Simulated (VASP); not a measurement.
**AlN (kx): single point with LDA**

AlN (kx):

```xyz
2
Lattice="0.0000 2.1840 2.1840 2.1840 0.0000 2.1840 2.1840 2.1840 0.0000" Properties=species:S:1:pos:R:3 pbc="T T T"
Al    0.0000    0.0000    0.0000
N     1.0920    1.0920    1.0920
```

```json
{
  "Program": "VASP 6.6.1",
  "Task": "single point",
  "Functional": "LDA",
  "Potentials or basis": "VASP PAW LDA potentials, release 64 (Al, N)",
  "Cutoff": "600 eV",
  "k mesh": "10 × 10 × 10",
  "Occupations": "gaussian, width 0.02 eV",
  "Spin": "no spin polarisation"
}
```

- Pressure: -3.1 GPa
- Band gap on the k mesh: 3.22 eV, indirect (least direct gap 4.23 eV)

Levels at points of the mesh, in eV from the valence-band top:
```
           k point  band 1  band 2  band 3  band 4  band 5  band 6  band 7  band 8
(0.00, 0.00, 0.00)  -14.82    0.00    0.00    0.00    4.23   12.33   12.33   12.33
(0.50, 0.00, 0.00)  -12.70   -5.91   -0.49   -0.49    7.27    9.77   10.96   10.96
(0.50, 0.50, 0.00)  -12.04   -4.96   -1.79   -1.79    3.22    8.41   13.75   15.49
```

Wall time 13 s on 1 thread of Intel Xeon 6975P-C, with other jobs on the host, peak memory 0.14 GiB.

A k mesh can miss the band edges. LDA gaps usually lie below the measured ones, often by a third to a half.
